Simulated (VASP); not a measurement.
Set up this calculation in VASP 6.6.1, as the native input.

| Quantity | Value |
| --- | --- |
| Task | single point |
| Functional | PBE |
| Potentials or basis | VASP PAW PBE potentials, release 64 (Au) |
| Cutoff | 500 eV |
| k mesh | 8 × 8 × 8 |
| Occupations | gaussian, width 0.1 eV |
| Spin | no spin polarisation |
| Dipole correction | no |
| Further INCAR settings | ALGO = Normal; EDIFF = 1e-06; NBANDS = 12 |

The structure of Au lies in POSCAR:

```
Au
1.0
    0.0000000000      2.0309028931      2.0309028931
    2.0309028931      0.0000000000      2.0309028931
    2.0309028931      2.0309028931      0.0000000000
Au
1
Direct
    0.0000000000      0.0000000000      0.0000000000
```

One way to write it, as run:

INCAR

```
  PREC = Accurate
  ENCUT = 500
  EDIFF = 1E-6
  ISMEAR = 0
  SIGMA = 0.1
  LREAL = False
  LASPH = True
  NELM = 120
  ALGO = Normal
  ISIF = 2
  LWAVE = False
  LCHARG = False
  GGA = PE
  NBANDS = 12
  GGA_COMPAT = False
```

KPOINTS

```
Automatic mesh
0
Gamma
  8 8 8
```

Potentials or basis: VASP PAW PBE potentials, release 64 (Au).

Launch:

```console
$ cat potpaw_PBE.64/Au/POTCAR > POTCAR
$ mpirun -np 1 vasp_std > vasp.out
```

It gave:

* Pressure: 12.8 GPa

Run time: 3.4 s on 1 thread of Intel(R) Xeon(R) 6975P-C (Granite Rapids), on a shared host, peak memory 0.14 GiB.
